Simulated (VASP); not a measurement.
A run of VASP 6.6.1 is set up as follows.

Contents of INCAR:

```
SYSTEM = AlGa3N4
PREC = Accurate
ENCUT = 520
EDIFF = 1E-7
ISMEAR = 0
SIGMA = 0.05
LREAL = .FALSE.
LASPH = .TRUE.
NELM = 100
ALGO = Normal
ISIF = 2
LWAVE = .FALSE.
LCHARG = .FALSE.
GGA = CA
NBANDS = 41
```

KPOINTS

```
regular mesh
0
G
  6 6 6
  0 0 0
```

Contents of POSCAR:

```
AlGa3N4
1.0
    4.4357832787     -0.1970498351     -0.1970498351
   -0.1970498351      4.4357832787     -0.1970498351
   -0.1970498351     -0.1970498351      4.4357832787
Al Ga N
1 3 4
Direct
    0.0000000000      0.0000000000      0.0000000000
    0.5000000000      0.5000000000      0.0000000000
    0.5000000000      0.0000000000      0.5000000000
    0.0000000000      0.5000000000      0.5000000000
    0.7548078379      0.7548078379      0.2451921621
    0.7548078379      0.2451921621      0.7548078379
    0.2451921621      0.7548078379      0.7548078379
    0.2451921621      0.2451921621      0.2451921621
```

Potentials or basis: VASP PAW LDA potentials, release 64 (Al, Ga_d, N).

Command:

```bash
$ cat potpaw_LDA.64/Al/POTCAR potpaw_LDA.64/Ga_d/POTCAR potpaw_LDA.64/N/POTCAR > POTCAR
$ mpirun -np 1 vasp_std > vasp.out
```

Question: Predict the pressure.

Answer: 7.0 GPa.

Question: What does it give for the largest force?

Answer: 2.697 eV/Å.

Stress tensor (GPa, compression positive):
```
 7.02 22.35 22.35
22.35  7.02 22.35
22.35 22.35  7.02
```

Caveat: the cell stands under pressure; forces of over 1 eV/Å act on the atoms, so gaps and moduli don't describe the material at rest.
